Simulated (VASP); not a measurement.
# Sn (Fd-3m) in VASP: notebook

Sn is run at these levels: HSE06, PBE-based screened hybrid with 10 % exact exchange; tasks: single point.

Program: VASP 6.6.1. These are calculated values, not measurements. Logs are shortened: lines on timing, memory, paths and dates and some standing lists are left out, and cuts for length are marked.

**1. The cell of the first run**

The structure is cubic, space group Fd-3m (No. 227). The conventional cell has a = 6.569 Å, b = 6.569 Å, c = 6.569 Å, α = 90.00°, β = 90.00°, γ = 90.00°. Sn (site symmetry -43m) has 4 Sn at 2.84 Å within 3.7 Å.

This isn't the form of Sn at room conditions, which is tetragonal (white tin).

**2. Single point, HSE06**

The input, POSCAR:

```
Sn
1.0
    0.0000000000      3.2844597788      3.2844597788
    3.2844597788      0.0000000000      3.2844597788
    3.2844597788      3.2844597788      0.0000000000
Sn
2
Direct
    0.0000000000      0.0000000000      0.0000000000
    0.2500000000      0.2500000000      0.2500000000
```

The input, INCAR.step1:

```
SYSTEM = Sn
ALGO = Normal
EDIFF = 1E-5
ENCUT = 520
GGA = PE
ISIF = 2
ISMEAR = -1
LASPH = .True.
LCHARG = .False.
LREAL = .False.
LWAVE = .True.
NBANDS = 21
NELM = 100
PREC = Accurate
SIGMA = 0.02
```

The input, INCAR.step2:

```
SYSTEM = Sn
ALGO = Normal
EDIFF = 1E-7
ENCUT = 520
GGA = PE
HFSCREEN = 0.2079
ISIF = 2
ISMEAR = -1
ISTART = 1
LASPH = .True.
LCHARG = .False.
LHFCALC = .True.
LREAL = .False.
LWAVE = .False.
NBANDS = 21
NELM = 100
PREC = Accurate
PRECFOCK = Normal
SIGMA = 0.02
```

The input, KPOINTS:

```
k-points
0
Gamma
  4 4 4
  0 0 0
```

Potentials or basis: VASP PAW PBE potentials, release 64 (Sn_d).

On the command line:

```sh
cat potpaw_PBE.64/Sn_d/POTCAR > POTCAR
cp INCAR.step1 INCAR
mpirun -np 1 vasp_std > vasp.out
cp INCAR.step2 INCAR
mpirun -np 1 vasp_std > vasp.out
```

OUTCAR:

```text
SYSTEM = Sn
   EDIFF = 1E-7
   ENCUT = 520
   GGA = PE
   HFSCREEN = 0.2079
   ISIF = 2
   ISMEAR = -1
   ISTART = 1
   LASPH = .True.
   LHFCALC = .True.
   LREAL = .False.
   NELM = 100
   PREC = Accurate
   PRECFOCK = Normal

 ion  position               nearest neighbor table
   1  0.000  0.000  0.000-   2 2.84   2 2.84   2 2.84   2 2.84
   2  0.250  0.250  0.250-   1 2.84   1 2.84   1 2.84   1 2.84

  LATTYP: Found a face centered cubic cell.
 ALAT       =     6.5689195576

  Lattice vectors:

 A1 = (   0.0000000000,   3.2844597788,   3.2844597788)
 A2 = (   3.2844597788,   0.0000000000,   3.2844597788)
 A3 = (   3.2844597788,   3.2844597788,   0.0000000000)

Analysis of symmetry for initial positions (statically):
=====================================================================
 Subroutine PRICEL returns:
 Original cell was already a primitive cell.

 Routine SETGRP: Setting up the symmetry group for a
 face centered cubic supercell.

 Subroutine GETGRP returns: Found 48 space group operations
 (whereof 24 operations were pure point group operations)
 out of a pool of 48 trial point group operations.

The static configuration has the point symmetry T_d .
 The point group associated with its full space group is O_h .

Analysis of symmetry for dynamics (positions and initial velocities):
=====================================================================
 Subroutine PRICEL returns:
 Original cell was already a primitive cell.

 Routine SETGRP: Setting up the symmetry group for a
 face centered cubic supercell.

 Subroutine GETGRP returns: Found 48 space group operations
 (whereof 24 operations were pure point group operations)
 out of a pool of 48 trial point group operations.

The dynamic configuration has the point symmetry T_d .
 The point group associated with its full space group is O_h .

 Subroutine INISYM returns: Found 48 space group operations
 (whereof 24 operations are pure point group operations),
 and found     1 'primitive' translations

----------------------------------------------------------------------------------------

                                     Primitive cell

  volume of cell :      70.8634

  direct lattice vectors                    reciprocal lattice vectors
     0.000000000  3.284459779  3.284459779    -0.152232036  0.152232036  0.152232036
     3.284459779  0.000000000  3.284459779     0.152232036 -0.152232036  0.152232036
     3.284459779  3.284459779  0.000000000     0.152232036  0.152232036 -0.152232036

  length of vectors
     4.644927564  4.644927564  4.644927564     0.263673621  0.263673621  0.263673621

  position of ions in fractional coordinates (direct lattice)
     0.000000000  0.000000000  0.000000000
     0.250000000  0.250000000  0.250000000

  ion indices of the primitive-cell ions
   primitive index   ion index
                 1           1
                 2           2

----------------------------------------------------------------------------------------

 KPOINTS: k-points

Automatic generation of k-mesh.
 Grid dimensions read from file:
 generate k-points for:    4    4    4

 Generating k-lattice:

  Cartesian coordinates                     Fractional coordinates (reciprocal lattice)
    -0.038058009  0.038058009  0.038058009     0.250000000  0.000000000  0.000000000
     0.038058009 -0.038058009  0.038058009     0.000000000  0.250000000  0.000000000
     0.038058009  0.038058009 -0.038058009     0.000000000  0.000000000  0.250000000

  Length of vectors
     0.065918405  0.065918405  0.065918405

  Shift w.r.t. Gamma in fractional coordinates (k-lattice)
     0.000000000  0.000000000  0.000000000

 Subroutine IBZKPT returns following result:
 ===========================================

 Found      8 irreducible k-points:

 Following reciprocal coordinates:
            Coordinates               Weight
  0.000000  0.000000  0.000000      1.000000
  0.250000  0.000000  0.000000      8.000000
  0.500000  0.000000  0.000000      4.000000
  0.250000  0.250000  0.000000      6.000000
  0.500000  0.250000  0.000000     24.000000
 -0.250000  0.250000  0.000000     12.000000
  0.500000  0.500000  0.000000      3.000000
 -0.250000  0.500000  0.250000      6.000000
   k-points           NKPTS =      8   k-points in BZ     NKDIM =     64   number of bands    NBANDS=     21
   number of dos      NEDOS =    301   number of ions     NIONS =      2
   total plane-waves  NPLWV =  46656
   dimension x,y,z NGX =    36 NGY =   36 NGZ =   36
   dimension x,y,z NGXF=    72 NGYF=   72 NGZF=   72
   ions per type =               2
   NGX,Y,Z   is equivalent  to a cutoff of  12.88, 12.88, 12.88 a.u.
   NGXF,Y,Z  is equivalent  to a cutoff of  25.77, 25.77, 25.77 a.u.
 SYSTEM =  Sn
   PREC   = accura    normal or accurate (medium, high low for compatibility)
   ISTART =      1    job   : 0-new  1-cont  2-samecut
   ICHARG =      0    charge: 1-file 2-atom 10-const
   ISPIN  =      1    spin polarized calculation?
   LNONCOLLINEAR =      F non collinear calculations
   LSORBIT =      F    spin-orbit coupling
   LASPH  =      T    aspherical Exc in radial PAW
   ENCUT  =  520.0 eV  38.22 Ry    6.18 a.u.   8.64  8.64  8.64*2*pi/ulx,y,z
   NELM   =    100;   NELMIN=  2; NELMDL=  0     # of ELM steps
   EDIFF  = 0.1E-06   stopping-criterion for ELM
   LREAL  =      F    real-space projection
   EDIFFG = 0.1E-05   stopping-criterion for IOM
   NSW    =      0    number of steps for IOM
   IBRION =     -1    ionic relax: 0-MD 1-quasi-New 2-CG
   NFREE  =      0    steps in history (QN), initial steepest desc. (CG)
   ISIF   =      2    stress and relaxation
   ISYM   =      3    0-nonsym 1-usesym 2-fastsym
   POTIM  = 0.5000    time-step for ionic-motion
   TEBEG  =    0.0;   TEEND  =   0.0 temperature during run
   PSTRESS=    0.0 pullay stress
   NELECT =      28.0000    total number of electrons
   NUPDOWN=      -1.0000    fix difference up-down
   EMIN   =  10.00;   EMAX   =-10.00  energy-range for DOS
   EFERMI =   0.00;   METHOD = LEGACY
   ISMEAR =    -1;   SIGMA  =   0.02  broadening in eV -4-tet -1-fermi 0-gaus
   EFERMI_NEDOS =   21; number of points for ismear=-14 and -15
   IALGO  =     38    algorithm
   IMIX   =      1    mixing-type and parameters
     AMIX     =   0.40;   BMIX     =  1.00
     AMIX_MAG =   1.60;   BMIX_MAG =  1.00
  volume/ion in A,a.u.               =      35.43       239.10
  Fermi-wavevector in a.u.,A,eV,Ry     =   1.201306  2.270139 19.635051  1.443136
  Thomas-Fermi vector in A             =   2.337118
   LORBIT       =      0    0 simple, 1 ext, 2 COOP (PROOUT), +10 PAW based schemes
   GGA     = PE    functional components
   LHFCALC =     T    Hartree Fock is set to
   PRECFOCK=normal    Normal, Fast or Accurate (Low or Medium for compatibility)
   ENCUT4O =  -1.0   cutoff for four orbital integrals eV
   NKREDX  =     1    reduce k-point grid by
   NKREDY  =     1    reduce k-point grid by
   NKREDZ  =     1    reduce k-point grid by
   AEXX    =    0.2500 exact exchange contribution
   HFSCREEN=    0.2079 screening length (either q_TF or 0.3 A-1)
   HFSCREENC=   0.2079 screening length for correlation (either q_TF or 0.3 A-1)
   ENCUTFOCK=  -1.0 apply spherical cutoff to Coloumb kernel
   IVDW    =     0    specifies the selected vdW correction
   LEPSILON=     F    determine dielectric tensor
   LRPA    =     F    only Hartree local field effects (RPA)
 non-spin polarized calculation
  energy-cutoff  :      520.00
  volume of cell :       70.86
 maximum number of plane-waves:      1924
 NGX is ok and might be reduce to    36
  NGX = 28; NGY = 28; NGZ = 28

 number of electron      27.9999984 magnetization

 Free energy of the ion-electron system (eV)
  ---------------------------------------------------
  ext. energy  EPLUGINS =         0.00000000
  ---------------------------------------------------
  free energy    TOTEN  =        -8.87103942 eV

  energy without entropy =       -8.86984595  energy(sigma->0) =       -8.87044269

 E-fermi :   5.1156     XC(G=0):  -7.2702

 val. band max:        5.1017230044   @ k =   0.0000   0.0000   0.0000
 cond. band min:       5.4289089971   @ k =   0.5000   0.0000   0.0000
 fundamental gap:      0.3271859927
 Fermi energy:         5.1155851459

 k-point     1 :       0.0000    0.0000    0.0000
  band No.  band energies     occupation
      1     -18.6916      2.00000
      2     -18.6916      2.00000
      3     -18.6916      2.00000
      4     -18.6374      2.00000
      5     -18.6374      2.00000
      6     -18.3468      2.00000
[... 13 lines left out ...]
     20      13.5983      0.00000
     21      13.5983      0.00000

 k-point     2 :       0.2500    0.0000    0.0000
  band No.  band energies     occupation
      1     -18.7165      2.00000
      2     -18.7165      2.00000
      3     -18.6799      2.00000
      4     -18.5995      2.00000
      5     -18.5995      2.00000
      6     -18.3866      2.00000
[... 13 lines left out ...]
     20      12.5223      0.00000
     21      12.5223      0.00000

 k-point     3 :       0.5000    0.0000    0.0000
  band No.  band energies     occupation
      1     -18.7268      2.00000
      2     -18.7268      2.00000
      3     -18.6673      2.00000
      4     -18.5798      2.00000
      5     -18.5798      2.00000
      6     -18.4007      2.00000
[... 13 lines left out ...]
     20      14.5552      0.00000
     21      14.6355      0.00000

 k-point     4 :       0.2500    0.2500    0.0000
  band No.  band energies     occupation
      1     -18.7185      2.00000
      2     -18.7185      2.00000
      3     -18.6956      2.00000
      4     -18.5924      2.00000
      5     -18.5456      2.00000
      6     -18.4673      2.00000
[... 13 lines left out ...]
     20      13.7047      0.00000
     21      14.3348      0.00000

 k-point     5 :       0.5000    0.2500    0.0000
  band No.  band energies     occupation
      1     -18.7546      2.00000
      2     -18.7357      2.00000
      3     -18.6368      2.00000
      4     -18.5453      2.00000
      5     -18.5182      2.00000
      6     -18.4925      2.00000
[... 13 lines left out ...]
     20      14.8129      0.00000
     21      14.9755      0.00000

 k-point     6 :      -0.2500    0.2500    0.0000
  band No.  band energies     occupation
      1     -18.7484      2.00000
      2     -18.7373      2.00000
      3     -18.6313      2.00000
      4     -18.5771      2.00000
      5     -18.5421      2.00000
      6     -18.4432      2.00000
[... 13 lines left out ...]
     20      13.3749      0.00000
     21      15.1826      0.00000

 k-point     7 :       0.5000    0.5000    0.0000
  band No.  band energies     occupation
      1     -18.7414      2.00000
      2     -18.7414      2.00000
      3     -18.6140      2.00000
      4     -18.6140      2.00000
      5     -18.4849      2.00000
      6     -18.4849      2.00000
[... 13 lines left out ...]
     20      15.0447      0.00000
     21      16.1130      0.00000

 k-point     8 :      -0.2500    0.5000    0.2500
  band No.  band energies     occupation
      1     -18.7578      2.00000
      2     -18.7578      2.00000
      3     -18.5600      2.00000
      4     -18.5600      2.00000
      5     -18.4932      2.00000
      6     -18.4932      2.00000
[... 13 lines left out ...]
     20      14.8145      0.00000
     21      16.0165      0.00000

------------------------ aborting loop because EDIFF is reached ----------------------------------------

  FORCE on cell =-STRESS in cart. coord.  units (eV):
  Direction    XX          YY          ZZ          XY          YZ          ZX
  --------------------------------------------------------------------------------------
  -------------------------------------------------------------------------------------
  Total        0.0863446      0.0863446      0.0863446     -0.0000000     -0.0000000     -0.0000000
  in kB        1.9521985      1.9521985      1.9521985     -0.0000000     -0.0000000     -0.0000000
  external PRESSURE =       1.9521985 kB  Pullay stress =       0.0000000 kB

 VOLUME and BASIS-vectors are now :
 -----------------------------------------------------------------------------
  energy-cutoff  :      520.00
  volume of cell :       70.86
      direct lattice vectors                 reciprocal lattice vectors
     0.000000000  3.284459779  3.284459779    -0.152232036  0.152232036  0.152232036
     3.284459779  0.000000000  3.284459779     0.152232036 -0.152232036  0.152232036
     3.284459779  3.284459779  0.000000000     0.152232036  0.152232036 -0.152232036

 POSITION                                       TOTAL-FORCE (eV/Angst)
 -----------------------------------------------------------------------------------
      0.00000      0.00000      0.00000         0.000000      0.000000      0.000000
      1.64223      1.64223      1.64223        -0.000000     -0.000000     -0.000000
 -----------------------------------------------------------------------------------
    total drift:                               -0.000000      0.000001     -0.000001

  FREE ENERGIE OF THE ION-ELECTRON SYSTEM (eV)
  ---------------------------------------------------
  free  energy   TOTEN  =        -8.8710394225 eV

  energy  without entropy=       -8.8698459516  energy(sigma->0) =       -8.87044269
```

It took 56 min on 1 thread of Oxide Virtual Turin-like, shared host; peak memory 0.28 GiB.

Results:

```yaml
Free_energy: -8.8710 eV
Pressure: 0.2 GPa
Band_gap_on_the_k_mesh: zero (filled and empty bands touch)
```

Caveat: the k points lie up to 0.41 Å⁻¹ apart; the PAW data sets were made with another functional, which shifts forces and pressure a little; spin-orbit coupling is left out, which moves the levels of the heavy elements.

**3. Single point, PBE-based screened hybrid with 10 % exact exchange**

POSCAR is that of step 2.

The input, INCAR.step1:

```
SYSTEM = Sn
ALGO = Normal ; EDIFF = 1E-5
ENCUT = 520 ; GGA = PE
ISIF = 2 ; ISMEAR = -1
LASPH = .TRUE. ; LREAL = .FALSE.
LWAVE = .TRUE. ; NBANDS = 21
NELM = 100 ; PREC = Accurate
SIGMA = 0.02
```

The input, INCAR.step2:

```
SYSTEM = Sn
AEXX = 0.1 ; ALGO = Normal
EDIFF = 1E-7 ; ENCUT = 520
GGA = PE ; HFSCREEN = 0.2078
ISIF = 2 ; ISMEAR = -1
ISTART = 1 ; LASPH = .TRUE.
LCHARG = .TRUE. ; LELF = .TRUE.
LHFCALC = .TRUE. ; LREAL = .FALSE.
LVHAR = .TRUE. ; LWAVE = .FALSE.
NBANDS = 21 ; NELM = 100
PREC = Accurate ; PRECFOCK = Normal
SIGMA = 0.02
```

The input, KPOINTS:

```
k-points
0
G
  4 4 4
  0 0 0
```

Potentials or basis: VASP PAW PBE potentials, release 64 (Sn_d).

On the command line:

```sh
cat potpaw_PBE.64/Sn_d/POTCAR > POTCAR
cp INCAR.step1 INCAR
mpirun -np 1 vasp_std > vasp.out
cp INCAR.step2 INCAR
mpirun -np 1 vasp_std > vasp.out
```

Wall time 42 min (1 thread of Oxide Virtual Turin-like, shared host); peak memory 0.28 GiB.

The run converged. Its results:

| Item | Value |
| --- | --- |
| Free energy | -8.0239 eV |
| Pressure | 1.3 GPa |
| Band gap on the k mesh | zero (filled and empty bands touch) |

Levels at points of the mesh, in eV from the Fermi level:
```csv
k point,band 10,band 11,band 12,band 13,band 14,band 15,band 16,band 17,band 18,band 19
"(0.00, 0.00, 0.00)",-22.18,-10.88,-0.76,0.01,0.01,0.01,2.27,2.27,2.27,5.18
"(0.50, 0.00, 0.00)",-22.14,-9.25,-6.47,-1.19,-1.19,0.02,3.36,3.36,5.85,8.61
"(0.50, 0.50, 0.00)",-22.12,-7.75,-7.75,-2.52,-2.52,0.95,0.95,7.81,7.81,9.36
```

Caveat: the k points lie up to 0.41 Å⁻¹ apart; the PAW data sets were made with another functional, which shifts forces and pressure a little; spin-orbit coupling is left out, which moves the levels of the heavy elements.

The gap in the log of VASP goes by the Fermi energy; the results here count the filled bands.